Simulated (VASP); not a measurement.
A run of VASP 6.6.1:

POSCAR

```
ZnS
1.0
    2.7046500000     -2.7046500000      0.0000000000
    2.7046500000      0.0000000000     -2.7046500000
    5.4093000000      5.4093000000      5.4093000000
Zn S
3 3
Direct
    0.6666666667      0.6666666667      0.3333333333
    0.0000000000      0.0000000000      0.0000000000
    0.3333333333      0.3333333333      0.6666666667
    0.6666666667      0.6666666667      0.0833333333
    1.0000000000      1.0000000000      0.7500000000
    0.3333333333      0.3333333333      0.4166666667
```

The input INCAR.step1:

```
SYSTEM = ZnS
ALGO     = Normal         ! electronic algorithm
EDIFF    = 1E-4           ! SCF threshold, eV
ENCUT    = 520            ! plane-wave cutoff, eV
GGA      = PE             ! functional
ISMEAR   = 0              ! smearing method
LASPH    = .True.         ! aspherical terms in the spheres
LCHARG   = .False.        ! write CHGCAR
LREAL    = .False.        ! projectors in reciprocal space
LWAVE    = .True.         ! write WAVECAR
NBANDS   = 36             ! bands
NELM     = 60             ! most SCF steps
PREC     = Accurate       ! precision mode
SIGMA    = 0.05           ! smearing width, eV
```

INCAR.step2

```
SYSTEM = ZnS
ALGO     = Normal         ! electronic algorithm
EDIFF    = 1E-6           ! SCF threshold, eV
ENCUT    = 520            ! plane-wave cutoff, eV
ISIF     = 2              ! what is computed and relaxed
ISMEAR   = 0              ! smearing method
ISTART   = 1            
LASPH    = .True.         ! aspherical terms in the spheres
LCHARG   = .False.        ! write CHGCAR
LMIXTAU  = .True.       
LREAL    = .False.        ! projectors in reciprocal space
LWAVE    = .False.        ! write WAVECAR
METAGGA  = R2SCAN         ! meta-GGA
NBANDS   = 36             ! bands
NELM     = 60             ! most SCF steps
PREC     = Accurate       ! precision mode
SIGMA    = 0.05           ! smearing width, eV
```

File KPOINTS:

```
k-points
0
Gamma
  7 7 3
  0 0 0
```

Potentials or basis: VASP PAW PBE potentials, release 64 (Zn, S).

Run with:

```console
$ cat potpaw_PBE.64/Zn/POTCAR potpaw_PBE.64/S/POTCAR > POTCAR
$ cp INCAR.step1 INCAR
$ mpirun -np 1 vasp_std > vasp.out
$ cp INCAR.step2 INCAR
$ mpirun -np 1 vasp_std > vasp.out
```

Hardware: 1 thread of Intel(R) Xeon(R) Platinum 8488C (Sapphire Rapids), with other jobs on the host.

Task: Estimate the wall time of this run.

Result: It took 2.8 min on 1 thread of Intel(R) Xeon(R) Platinum 8488C (Sapphire Rapids), on a shared host, peak memory 0.26 GiB. Counts: k points 20.
